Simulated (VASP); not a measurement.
# PbSe in VASP: settings compared, part 2 of 2

VASP 6.6.1. The steps go on from the part before.

## (3) Single point, r2SCAN (strain +5.3%)

POSCAR reads:

```
PbSe
1.0
    0.0000000000      3.2326898701      3.2326898701
    3.2326898701      0.0000000000      3.2326898701
    3.2326898701      3.2326898701      0.0000000000
Pb Se
1 1
Direct
    0.0000000000      0.0000000000      0.0000000000
    0.5000000000      0.5000000000      0.5000000000
```

INCAR.step1 reads:

```
SYSTEM = PbSe
PREC = Accurate ; ENCUT = 550
ISMEAR = 0 ; SIGMA = 0.01
LREAL = .False. ; LASPH = .True.
NELM = 120 ; NBANDS = 17
GGA = PE ; ALGO = Normal
EDIFF = 1E-5 ; LWAVE = .True.
LCHARG = .False. ; GGA_COMPAT = .False.
```

INCAR.step2 reads:

```
SYSTEM = PbSe
PREC = Accurate ; ENCUT = 550
EDIFF = 1E-6 ; ISMEAR = 0
SIGMA = 0.01 ; LREAL = .False.
LASPH = .True. ; NELM = 120
ALGO = Normal ; ISIF = 2
LWAVE = .False. ; LCHARG = .True.
METAGGA = R2SCAN ; LMIXTAU = .True.
LELF = .True. ; LVHAR = .True.
NBANDS = 17 ; ISTART = 1
GGA_COMPAT = .False.
```

KPOINTS reads:

```
Automatic mesh
0
Gamma
  8 8 8
  0 0 0
```

Potentials or basis: VASP PAW PBE potentials, release 64 (Pb_d, Se).

Started as:

```bash
$ cat potpaw_PBE.64/Pb_d/POTCAR potpaw_PBE.64/Se/POTCAR > POTCAR
$ cp INCAR.step1 INCAR
$ mpirun -np 1 vasp_std > vasp.out
$ cp INCAR.step2 INCAR
$ mpirun -np 1 vasp_std > vasp.out
```

It took 82 s on 1 thread of Intel Xeon Platinum 8488C (Sapphire Rapids), shared host; peak memory 0.23 GiB.

The run converged. Its results:

- Free energy: -71.7834 eV
- Pressure: -5.2 GPa
- Band gap on the k mesh: 1.02 eV

Levels at points of the mesh, in eV from the valence-band top:
```csv
k point,band 6,band 7,band 8,band 9,band 10,band 11,band 12,band 13,band 14,band 15
"(0.00, 0.00, 0.00)",-12.76,-6.53,-1.21,-1.21,-1.21,4.74,4.74,4.74,7.37,7.37
"(0.50, 0.00, 0.00)",-12.01,-8.17,-0.89,-0.89,0.00,1.02,2.31,2.31,8.91,10.37
"(0.50, 0.50, 0.00)",-11.81,-7.24,-3.75,-2.31,-2.31,4.74,5.44,5.44,5.83,11.28
```

Caveat: the cell differs from its parent crystal (strain +5.3%); the cell stands under tension; the PAW data sets were made with another functional, which shifts forces and pressure a little; spin-orbit coupling is left out, which moves the levels of the heavy elements.

## (4) Single point, PBE (uniaxial y strain -1.0%)

INCAR reads:

```
SYSTEM = PbSe
PREC = Accurate
ENCUT = 500
EDIFF = 1E-6
ISMEAR = -1
SIGMA = 0.02
LREAL = .False.
LASPH = .True.
NELM = 120
ALGO = Normal
ISIF = 2
LWAVE = .False.
LCHARG = .False.
GGA = PE
NBANDS = 17
GGA_COMPAT = .False.
```

KPOINTS reads:

```
regular mesh
0
Gamma
  8 8 8
  0 0 0
```

POSCAR reads:

```
PbSe
1.0
    0.0000000000      3.0399133780      3.0696893648
    3.0696893648      0.0000000000      3.0696893648
    3.0696893648      3.0399133780      0.0000000000
Pb Se
1 1
Direct
    0.0000000000      0.0000000000      0.0000000000
    0.5000000000      0.5000000000      0.5000000000
```

Potentials or basis: VASP PAW PBE potentials, release 64 (Pb_d, Se).

Started as:

```bash
$ cat potpaw_PBE.64/Pb_d/POTCAR potpaw_PBE.64/Se/POTCAR > POTCAR
$ mpirun -np 1 vasp_std > vasp.out
```

OUTCAR:

```text
SYSTEM = PbSe
   PREC = Accurate
   ENCUT = 500
   EDIFF = 1E-6
   ISMEAR = -1
   LREAL = .False.
   LASPH = .True.
   NELM = 120
   ISIF = 2
   GGA = PE

 ion  position               nearest neighbor table
   1  0.000  0.000  0.000-   2 3.04   2 3.04   2 3.07   2 3.07   2 3.07   2 3.07
   2  0.500  0.500  0.500-   1 3.04   1 3.04   1 3.07   1 3.07   1 3.07   1 3.07

  LATTYP: Found a body centered tetragonal cell.
 ALAT       =     4.3411963320
 C/A-ratio  =     1.4004956908

[... 667 lines left out ...]

------------------------ aborting loop because EDIFF is reached ----------------------------------------

  FORCE on cell =-STRESS in cart. coord.  units (eV):
  Direction    XX          YY          ZZ          XY          YZ          ZX
  --------------------------------------------------------------------------------------
  -------------------------------------------------------------------------------------
  Total        0.7307355      1.1895816      0.7307355      0.0000000      0.0000000      0.0000000
  in kB       20.4357567     33.2678523     20.4357567      0.0000000      0.0000000      0.0000000
  external PRESSURE =      24.7131219 kB  Pullay stress =       0.0000000 kB

 VOLUME and BASIS-vectors are now :
 -----------------------------------------------------------------------------
  energy-cutoff  :      500.00
  volume of cell :       57.29
      direct lattice vectors                 reciprocal lattice vectors
     0.000000000  3.039913378  3.069689365    -0.162882931  0.164478371  0.162882931
     3.069689365  0.000000000  3.069689365     0.162882931 -0.164478371  0.162882931
     3.069689365  3.039913378  0.000000000     0.162882931  0.164478371 -0.162882931

 POSITION                                       TOTAL-FORCE (eV/Angst)
 -----------------------------------------------------------------------------------
      0.00000      0.00000      0.00000        -0.000000      0.000000     -0.000000
      3.06969      3.03991      3.06969         0.000000     -0.000000      0.000000
 -----------------------------------------------------------------------------------
    total drift:                                0.000000     -0.000000     -0.000000

  FREE ENERGIE OF THE ION-ELECTRON SYSTEM (eV)
  ---------------------------------------------------
  free  energy   TOTEN  =        -8.1760768138 eV

  energy  without entropy=       -8.1760727849  energy(sigma->0) =       -8.17607480
```

stdout:

```text
POSCAR found type information on POSCAR PbSe
 POSCAR found :  2 types and       2 ions
 scaLAPACK will be used
 LDA part: xc-table for (Slater+PW92), standard interpolation
 POSCAR, INCAR and KPOINTS ok, starting setup
 FFT: planning ... GRIDC
 FFT: planning ... GRID_SOFT
 FFT: planning ... GRID
 WAVECAR not read
 entering main loop
```

Run time: 23 s. Hardware: 1 thread of Intel Xeon Platinum 8488C (Sapphire Rapids), shared host; peak memory 0.2 GiB.

What came out:

* Free energy: -8.1761 eV
* Pressure: 2.5 GPa
* Band gap on the k mesh: 0.29 eV

Levels at points of the mesh, in eV from the valence-band top:
```tsv
k point	band 8	band 9	band 10	band 11	band 12	band 13
(0.00, 0.00, 0.00)	-1.94	-1.86	-1.86	4.64	4.64	4.86
(0.50, 0.00, 0.00)	-1.49	-1.47	0.00	0.29	1.66	1.72
(0.50, 0.50, 0.00)	-4.99	-3.29	-3.19	3.70	5.51	5.74
(0.50, 0.00, 0.50)	-5.01	-3.26	-3.26	3.66	5.58	5.58
```

Caveat: the cell differs from its parent crystal (uniaxial y strain -1.0%); spin-orbit coupling is left out, which moves the levels of the heavy elements. A k mesh can miss the band edges.

## (5) Single point, r2SCAN (uniaxial y strain -1.0%)

POSCAR is that of step 4.

INCAR.step1 reads:

```
ALGO = Normal
EDIFF = 1E-5
ENCUT = 550
GGA = PE
GGA_COMPAT = False
ISMEAR = 0
LASPH = True
LCHARG = False
LREAL = False
LWAVE = True
NBANDS = 17
NELM = 120
PREC = Accurate
SIGMA = 0.01
```

INCAR.step2 reads:

```
ALGO = Normal
EDIFF = 1E-6
ENCUT = 550
GGA_COMPAT = False
ISIF = 2
ISMEAR = 0
ISTART = 1
LASPH = True
LCHARG = False
LMIXTAU = True
LREAL = False
LWAVE = False
METAGGA = R2SCAN
NBANDS = 17
NELM = 120
PREC = Accurate
SIGMA = 0.01
```

KPOINTS reads:

```
k-points
0
Gamma
  8 8 8
```

Started as:

```bash
$ cat potpaw_PBE.64/Pb_d/POTCAR potpaw_PBE.64/Se/POTCAR > POTCAR
$ cp INCAR.step1 INCAR
$ mpirun -np 1 vasp_std > vasp.out
$ cp INCAR.step2 INCAR
$ mpirun -np 1 vasp_std > vasp.out
```

It took 2.5 min on 1 thread of Intel Xeon Platinum 8488C (Sapphire Rapids), shared host; peak memory 0.24 GiB.

The run converged. Its results:

```
Free energy            : -71.9296 eV
Pressure               : 1.6 GPa
Band gap on the k mesh : 0.57 eV
```

Stress tensor (GPa, compression positive):
```
1.15 0.00 0.00
0.00 2.46 0.00
0.00 0.00 1.15
```

Levels at points of the mesh, in eV from the valence-band top:
```
           k point  band 8  band 9  band 10  band 11  band 12  band 13
(0.00, 0.00, 0.00)   -2.10   -2.01    -2.01     4.96     4.96     5.19
(0.50, 0.00, 0.00)   -1.63   -1.61     0.00     0.57     1.88     1.93
(0.50, 0.50, 0.00)   -5.16   -3.45    -3.35     4.02     5.89     6.13
(0.50, 0.00, 0.50)   -5.19   -3.42    -3.42     3.98     5.96     5.96
```

Caveat: the cell differs from its parent crystal (uniaxial y strain -1.0%); the PAW data sets were made with another functional, which shifts forces and pressure a little; spin-orbit coupling is left out, which moves the levels of the heavy elements. A k mesh can miss the band edges.

## (6) Overview

| level | cell | cutoff (eV) | smearing | gap on the mesh (eV) | pressure (GPa) |
| --- | --- | --- | --- | --- | --- |
| PBE | a = 4.572 Å, angles 60.0°, 2 atoms | 500 | fermi-dirac 0.02 eV | 0.72 | -4.2 |
| r2SCAN | a = 4.572 Å, angles 60.0°, 2 atoms | 550 | gaussian 0.01 eV | 1.02 | -5.2 |
| PBE | a = 4.320, b = 4.341 Å, angles 59.8, 60.3, 59.8°, 2 atoms | 500 | fermi-dirac 0.02 eV | 0.29 | 2.5 |
| r2SCAN | a = 4.320, b = 4.341 Å, angles 59.8, 60.3, 59.8°, 2 atoms | 550 | gaussian 0.01 eV | 0.57 | 1.6 |

Alike in all rows: task single point; potentials or basis VASP PAW PBE potentials, release 64 (Pb_d, Se); no spin polarisation; k mesh 8 × 8 × 8.

Caveats: spin-orbit coupling is left out, which moves the levels of the heavy elements; the cell stands under tension (at least some runs); the PAW data sets were made with another functional, which shifts forces and pressure a little (at least some runs).

Total energies depend on the potentials used, so only differences within one code and one set of settings carry meaning.
